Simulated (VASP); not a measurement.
# TiSi16 (a cell with a defect) in VASP: single point with PBEsol

Aim: the single point of TiSi16 (a cell with a defect) with PBEsol.

Everything below comes from runs of VASP 6.6.1. Logs are shortened: lines on timing, memory, paths and dates and some standing lists are left out, and cuts for length are marked.

### 1 The cell of the first run

The cell holds a defect, 17 atoms: a = 7.679 Å, b = 7.679 Å, c = 7.679 Å, α = 60.00°, β = 60.00°, γ = 60.00°.

### 2 Single point, PBEsol

File INCAR:

```
SYSTEM = TiSi16
PREC = Accurate
ENCUT = 520
EDIFF = 1E-6
ISMEAR = 0
SIGMA = 0.05
LREAL = Auto
LASPH = .True.
NELM = 60
ALGO = Normal
ISIF = 2
LWAVE = .False.
LCHARG = .False.
GGA = PS
NBANDS = 52
```

File KPOINTS:

```
regular mesh
0
Gamma
  2 2 2
  0 0 0
```

File POSCAR:

```
TiSi16
1.0
    0.0000000000      5.4300000000      5.4300000000
    5.4300000000      0.0000000000      5.4300000000
    5.4300000000      5.4300000000      0.0000000000
Si Ti
16 1
Direct
    0.0100748619      0.0101743094     -0.0209536832
    0.1288078269      0.1283884899      0.1134816759
   -0.0150220994     -0.0154314917      0.4838009208
    0.1051651013      0.1054094843      0.6187881215
    0.0159541436      0.5016285451     -0.0006193370
    0.1541255985      0.6123456722      0.1221189687
    0.0092953039      0.4661376611      0.5202899632
    0.1277495396      0.6131348066      0.6259128913
    0.5020642726      0.0155412523     -0.0006732965
    0.6122102210      0.1543058011      0.1220085635
    0.4658900552      0.0094305709      0.5202430939
    0.6134949355      0.1272868324      0.6258391344
    0.5150417127      0.5151634438      0.0246444751
    0.6448593923      0.6444417127      0.1415122468
    0.5015222836      0.5010626151      0.5125775322
    0.6104336096      0.6105400552      0.6644971455
    0.8101059853      0.8102890424      0.3223166667
```

Potentials or basis: VASP PAW PBE potentials, release 64 (Si, Ti_sv).

Started as:

```
> cat potpaw_PBE.64/Si/POTCAR potpaw_PBE.64/Ti_sv/POTCAR > POTCAR
> mpirun -np 1 vasp_std > vasp.out
```

OUTCAR:

```text
SYSTEM = TiSi16
   PREC = Accurate
   ENCUT = 520
   EDIFF = 1E-6
   ISMEAR = 0
   LREAL = Auto
   LASPH = .True.
   NELM = 60
   ISIF = 2
   GGA = PS

 ion  position               nearest neighbor table
   1  0.010  0.010  0.979-   4 2.28   2 2.33  17 2.43   6 2.50  10 2.50
   2  0.129  0.128  0.113-   1 2.33   3 2.34   5 2.34   9 2.34
   3  0.985  0.985  0.484-   2 2.34   8 2.34  12 2.34   4 2.36
   4  0.105  0.105  0.619-  11 2.28   7 2.28   1 2.28   3 2.36
   5  0.016  0.502  0.999-   6 2.33  14 2.34   2 2.34   8 2.35
   6  0.154  0.612  0.122-  13 2.28   5 2.33  17 2.43   1 2.50   7 2.50
   7  0.009  0.466  0.520-   4 2.28   8 2.33  17 2.43   6 2.50  16 2.51
   8  0.128  0.613  0.626-   7 2.33   3 2.34   5 2.35  15 2.35
   9  0.502  0.016  0.999-  10 2.33  14 2.34   2 2.34  12 2.35
  10  0.612  0.154  0.122-  13 2.28   9 2.33  17 2.43   1 2.50  11 2.50
  11  0.466  0.009  0.520-   4 2.28  12 2.33  17 2.43  10 2.50  16 2.51
  12  0.613  0.127  0.626-  11 2.33   3 2.34   9 2.35  15 2.35
  13  0.515  0.515  0.025-  16 2.28  10 2.28   6 2.28  14 2.36
  14  0.645  0.644  0.142-   5 2.34   9 2.34  15 2.34  13 2.36
  15  0.502  0.501  0.513-  16 2.33  14 2.34   8 2.35  12 2.35
  16  0.610  0.611  0.664-  13 2.28  15 2.33  17 2.43   7 2.51  11 2.51
  17  0.810  0.810  0.322-  11 2.43   7 2.43  16 2.43   6 2.43  10 2.43   1 2.43

  LATTYP: Found a face centered cubic cell.
 ALAT       =    10.8600000000

  Lattice vectors:

 A1 = (   0.0000000000,   5.4300000000,   5.4300000000)
 A2 = (   5.4300000000,   0.0000000000,   5.4300000000)
 A3 = (   5.4300000000,   5.4300000000,   0.0000000000)

Analysis of symmetry for initial positions (statically):
=====================================================================
 Subroutine PRICEL returns:
 Original cell was already a primitive cell.

 Routine SETGRP: Setting up the symmetry group for a
 face centered cubic supercell.

 Subroutine GETGRP returns: Found  1 space group operations
 (whereof  1 operations were pure point group operations)
 out of a pool of 48 trial point group operations.

The static configuration has the point symmetry C_1 .

Analysis of symmetry for dynamics (positions and initial velocities):
=====================================================================
 Subroutine PRICEL returns:
 Original cell was already a primitive cell.

 Routine SETGRP: Setting up the symmetry group for a
 face centered cubic supercell.

 Subroutine GETGRP returns: Found  1 space group operations
 (whereof  1 operations were pure point group operations)
 out of a pool of 48 trial point group operations.

The dynamic configuration has the point symmetry C_1 .

 Subroutine INISYM returns: Found  1 space group operations
 (whereof  1 operations are pure point group operations),
 and found     1 'primitive' translations

----------------------------------------------------------------------------------------

                                     Primitive cell

  volume of cell :     320.2060

  direct lattice vectors                    reciprocal lattice vectors
     0.000000000  5.430000000  5.430000000    -0.092081031  0.092081031  0.092081031
     5.430000000  0.000000000  5.430000000     0.092081031 -0.092081031  0.092081031
     5.430000000  5.430000000  0.000000000     0.092081031  0.092081031 -0.092081031

  length of vectors
     7.679179644  7.679179644  7.679179644     0.159489025  0.159489025  0.159489025

  position of ions in fractional coordinates (direct lattice)
     0.010074862  0.010174309  0.979046317
     0.128807827  0.128388490  0.113481676
     0.984977901  0.984568508  0.483800921
     0.105165101  0.105409484  0.618788122
     0.015954144  0.501628545  0.999380663
     0.154125599  0.612345672  0.122118969
[... 9 lines left out ...]
     0.610433610  0.610540055  0.664497146
     0.810105985  0.810289042  0.322316667

  ion indices of the primitive-cell ions
   primitive index   ion index
                 1           1
                 2           2
                 3           3
                 4           4
                 5           5
                 6           6
[... 9 lines left out ...]
                16          16
                17          17

----------------------------------------------------------------------------------------

 KPOINTS: regular mesh

Automatic generation of k-mesh.
 Grid dimensions read from file:
 generate k-points for:    2    2    2

 Generating k-lattice:

  Cartesian coordinates                     Fractional coordinates (reciprocal lattice)
    -0.046040516  0.046040516  0.046040516     0.500000000  0.000000000  0.000000000
     0.046040516 -0.046040516  0.046040516     0.000000000  0.500000000  0.000000000
     0.046040516  0.046040516 -0.046040516     0.000000000  0.000000000  0.500000000

  Length of vectors
     0.079744512  0.079744512  0.079744512

  Shift w.r.t. Gamma in fractional coordinates (k-lattice)
     0.000000000  0.000000000  0.000000000

 Subroutine IBZKPT returns following result:
 ===========================================

 Found      8 irreducible k-points:

 Following reciprocal coordinates:
            Coordinates               Weight
  0.000000  0.000000  0.000000      1.000000
  0.500000  0.000000  0.000000      1.000000
  0.000000  0.500000  0.000000      1.000000
  0.000000  0.000000  0.500000      1.000000
  0.500000  0.500000  0.500000      1.000000
  0.500000  0.500000  0.000000      1.000000
  0.000000  0.500000  0.500000      1.000000
  0.500000  0.000000  0.500000      1.000000
   k-points           NKPTS =      8   k-points in BZ     NKDIM =      8   number of bands    NBANDS=     52
   number of dos      NEDOS =    301   number of ions     NIONS =     17
   total plane-waves  NPLWV = 216000
   dimension x,y,z NGX =    60 NGY =   60 NGZ =   60
   dimension x,y,z NGXF=   120 NGYF=  120 NGZF=  120
   ions per type =              16   1
   NGX,Y,Z   is equivalent  to a cutoff of  12.99, 12.99, 12.99 a.u.
   NGXF,Y,Z  is equivalent  to a cutoff of  25.98, 25.98, 25.98 a.u.
 SYSTEM =  TiSi16
   PREC   = accura    normal or accurate (medium, high low for compatibility)
   ISTART =      0    job   : 0-new  1-cont  2-samecut
   ICHARG =      2    charge: 1-file 2-atom 10-const
   ISPIN  =      1    spin polarized calculation?
   LNONCOLLINEAR =      F non collinear calculations
   LSORBIT =      F    spin-orbit coupling
   LASPH  =      T    aspherical Exc in radial PAW
   ENCUT  =  520.0 eV  38.22 Ry    6.18 a.u.  14.28 14.28 14.28*2*pi/ulx,y,z
   NELM   =     60;   NELMIN=  2; NELMDL= -5     # of ELM steps
   EDIFF  = 0.1E-05   stopping-criterion for ELM
   LREAL  =      T    real-space projection
   EDIFFG = 0.1E-04   stopping-criterion for IOM
   NSW    =      0    number of steps for IOM
   IBRION =     -1    ionic relax: 0-MD 1-quasi-New 2-CG
   NFREE  =      0    steps in history (QN), initial steepest desc. (CG)
   ISIF   =      2    stress and relaxation
   ISYM   =      2    0-nonsym 1-usesym 2-fastsym
   POTIM  = 0.5000    time-step for ionic-motion
   TEBEG  =    0.0;   TEEND  =   0.0 temperature during run
   PSTRESS=    0.0 pullay stress
   NELECT =      76.0000    total number of electrons
   NUPDOWN=      -1.0000    fix difference up-down
   EMIN   =  10.00;   EMAX   =-10.00  energy-range for DOS
   EFERMI =   0.00;   METHOD = LEGACY
   ISMEAR =     0;   SIGMA  =   0.05  broadening in eV -4-tet -1-fermi 0-gaus
   EFERMI_NEDOS =   21; number of points for ismear=-14 and -15
   IALGO  =     38    algorithm
   IMIX   =      4    mixing-type and parameters
     AMIX     =   0.40;   BMIX     =  1.00
     AMIX_MAG =   1.60;   BMIX_MAG =  1.00
  volume/ion in A,a.u.               =      18.84       127.11
  Fermi-wavevector in a.u.,A,eV,Ry     =   1.013607  1.915439 13.978610  1.027399
  Thomas-Fermi vector in A             =   2.146786
   LORBIT       =      0    0 simple, 1 ext, 2 COOP (PROOUT), +10 PAW based schemes
   GGA     = PS    functional components
   LHFCALC =     F    Hartree Fock is set to
   AEXX    =    0.0000 exact exchange contribution
   IVDW    =     0    specifies the selected vdW correction
   LEPSILON=     F    determine dielectric tensor
   LRPA    =     F    only Hartree local field effects (RPA)
 non-spin polarized calculation
 Gauss-broadening in eV      SIGMA  =   0.05
  energy-cutoff  :      520.00
  volume of cell :      320.21
 maximum number of plane-waves:      8646
 NGX is ok and might be reduce to    60
   NGX = 29   NGY = 29   NGZ = 29

 number of electron      76.0000000 magnetization

 Free energy of the ion-electron system (eV)
  ---------------------------------------------------
  ext. energy  EPLUGINS =         0.00000000
  ---------------------------------------------------
  free energy    TOTEN  =       -96.58356199 eV

  energy without entropy =      -96.56255928  energy(sigma->0) =      -96.57306063

 E-fermi :   6.7809     XC(G=0):  -9.8852

 val. band max:        6.7346976150   @ k =   0.0000   0.0000   0.0000
 cond. band min:       6.7911733412   @ k =   0.5000   0.0000   0.0000
 fundamental gap:      0.0564757262
 Fermi energy:         6.7808961205

 k-point     1 :       0.0000    0.0000    0.0000
  band No.  band energies     occupation
      1     -49.8056      2.00000
      2     -26.3773      2.00000
      3     -26.2316      2.00000
      4     -26.2221      2.00000
      5      -5.7233      2.00000
      6      -3.4867      2.00000
[... 42 lines left out ...]
     49       8.4054      0.00000
     50       8.8408      0.00000

 k-point     2 :       0.5000    0.0000    0.0000
  band No.  band energies     occupation
      1     -49.8056      2.00000
      2     -26.3773      2.00000
      3     -26.2316      2.00000
      4     -26.2221      2.00000
      5      -4.9172      2.00000
      6      -4.8912      2.00000
[... 42 lines left out ...]
     49       9.4858      0.00000
     50       9.8010      0.00000

 k-point     3 :       0.0000    0.5000    0.0000
  band No.  band energies     occupation
      1     -49.8056      2.00000
      2     -26.3773      2.00000
      3     -26.2316      2.00000
      4     -26.2221      2.00000
      5      -4.9172      2.00000
      6      -4.8912      2.00000
[... 42 lines left out ...]
     49       9.4850      0.00000
     50       9.8009      0.00000

 k-point     4 :       0.0000    0.0000    0.5000
  band No.  band energies     occupation
      1     -49.8056      2.00000
      2     -26.3773      2.00000
      3     -26.2316      2.00000
      4     -26.2221      2.00000
      5      -4.9173      2.00000
      6      -4.8910      2.00000
[... 42 lines left out ...]
     49       9.4685      0.00000
     50       9.8013      0.00000

 k-point     5 :       0.5000    0.5000    0.5000
  band No.  band energies     occupation
      1     -49.8056      2.00000
      2     -26.3773      2.00000
      3     -26.2316      2.00000
      4     -26.2221      2.00000
      5      -4.9386      2.00000
      6      -4.8905      2.00000
[... 42 lines left out ...]
     49       9.5364      0.00000
     50       9.8348      0.00000

 k-point     6 :       0.5000    0.5000    0.0000
  band No.  band energies     occupation
      1     -49.8056      2.00000
      2     -26.3773      2.00000
      3     -26.2316      2.00000
      4     -26.2221      2.00000
      5      -4.6365      2.00000
      6      -4.6131      2.00000
[... 42 lines left out ...]
     49       9.8459      0.00000
     50      10.3623      0.00000

 k-point     7 :       0.0000    0.5000    0.5000
  band No.  band energies     occupation
      1     -49.8056      2.00000
      2     -26.3773      2.00000
      3     -26.2316      2.00000
      4     -26.2221      2.00000
      5      -4.6329      2.00000
      6      -4.6164      2.00000
[... 42 lines left out ...]
     49       9.8558      0.00000
     50      10.3594      0.00000

 k-point     8 :       0.5000    0.0000    0.5000
  band No.  band energies     occupation
      1     -49.8056      2.00000
      2     -26.3773      2.00000
      3     -26.2316      2.00000
      4     -26.2221      2.00000
      5      -4.6329      2.00000
      6      -4.6164      2.00000
[... 42 lines left out ...]
     49       9.8554      0.00000
     50      10.3594      0.00000
 [bands above 50 left out]

------------------------ aborting loop because EDIFF is reached ----------------------------------------

  FORCE on cell =-STRESS in cart. coord.  units (eV):
  Direction    XX          YY          ZZ          XY          YZ          ZX
  --------------------------------------------------------------------------------------
  -------------------------------------------------------------------------------------
  Total        7.7402552      7.7376462      7.5603282     -1.9114167     -2.0132104     -2.0073089
  in kB       38.7290084     38.7159542     37.8287288     -9.5639320    -10.0732652    -10.0437364
  external PRESSURE =      38.4245638 kB  Pullay stress =       0.0000000 kB

 VOLUME and BASIS-vectors are now :
 -----------------------------------------------------------------------------
  energy-cutoff  :      520.00
  volume of cell :      320.21
      direct lattice vectors                 reciprocal lattice vectors
     0.000000000  5.430000000  5.430000000    -0.092081031  0.092081031  0.092081031
     5.430000000  0.000000000  5.430000000     0.092081031 -0.092081031  0.092081031
     5.430000000  5.430000000  0.000000000     0.092081031  0.092081031 -0.092081031

 POSITION                                       TOTAL-FORCE (eV/Angst)
 -----------------------------------------------------------------------------------
      5.37147      5.37093      0.10995        -0.021595     -0.021207      0.008390
      1.31336      1.31563      1.39658        -0.002902     -0.002484     -0.017609
      7.97325      7.97547     10.69464        -0.016448     -0.016415     -0.034970
      3.93239      3.93107      1.14342        -0.024123     -0.025305     -0.013867
      8.15048      5.51327      2.81047         0.008433      0.014816     -0.003711
      3.98814      1.50001      4.16194        -0.002929      0.009869      0.024075
[... 9 lines left out ...]
      6.92345      6.92287      6.62989         0.008984      0.009667      0.013977
      6.15005      6.14906      8.79875         0.006675      0.002575      0.019657
 -----------------------------------------------------------------------------------
    total drift:                                0.004178      0.005269     -0.003136

  FREE ENERGIE OF THE ION-ELECTRON SYSTEM (eV)
  ---------------------------------------------------
  free  energy   TOTEN  =       -96.5835619851 eV

  energy  without entropy=      -96.5625592819  energy(sigma->0) =      -96.57306063
```

Wall time 1.9 min (1 thread of Intel Xeon 6975P-C (Granite Rapids), shared host); peak memory 0.5 GiB.

What came out:

* Free energy: -96.5836 eV
* Pressure: 3.8 GPa
* Largest force: 0.043 eV/Å
* Band gap on the k mesh: zero (bands 38 and 39 overlap by 0.20 eV)

Forces on the atoms (eV/Å):
```
Si  -0.022 -0.021  0.008
Si  -0.003 -0.002 -0.018
Si  -0.016 -0.016 -0.035
Si  -0.024 -0.025 -0.014
Si   0.008  0.015 -0.004
Si  -0.003  0.010  0.024
Si  -0.015 -0.014 -0.001
Si  -0.003  0.003 -0.021
Si   0.016  0.008 -0.003
Si   0.007  0.001  0.021
Si  -0.017 -0.013  0.001
Si   0.005 -0.004 -0.021
Si   0.012  0.011  0.030
Si   0.030  0.029  0.010
Si   0.010  0.009 -0.010
Si   0.009  0.010  0.014
Ti   0.007  0.003  0.020
```

Stress tensor (GPa, compression positive):
```
 3.87 -0.96 -1.00
-0.96  3.87 -1.01
-1.00 -1.01  3.78
```

Levels at points of the mesh, in eV from the Fermi level:
```
           k point  band 35  band 36  band 37  band 38  band 39  band 40
(0.00, 0.00, 0.00)    -1.20    -0.71    -0.22    -0.21    -0.18    -0.17
(0.50, 0.00, 0.00)    -1.37    -1.01    -0.78     0.01     0.39     0.64
(0.00, 0.50, 0.00)    -1.37    -1.01    -0.77     0.01     0.39     0.64
(0.00, 0.00, 0.50)    -1.37    -1.00    -0.78     0.02     0.40     0.63
(0.50, 0.50, 0.50)    -1.27    -1.27    -0.24    -0.24     0.28     0.42
(0.50, 0.50, 0.00)    -1.72    -1.52    -0.20     0.02     0.27     0.52
(0.00, 0.50, 0.50)    -1.72    -1.52    -0.19     0.01     0.26     0.53
(0.50, 0.00, 0.50)    -1.72    -1.52    -0.19     0.01     0.26     0.53
```

Caveat: the k points lie up to 0.50 Å⁻¹ apart; the PAW data sets were made with another functional, which shifts forces and pressure a little.
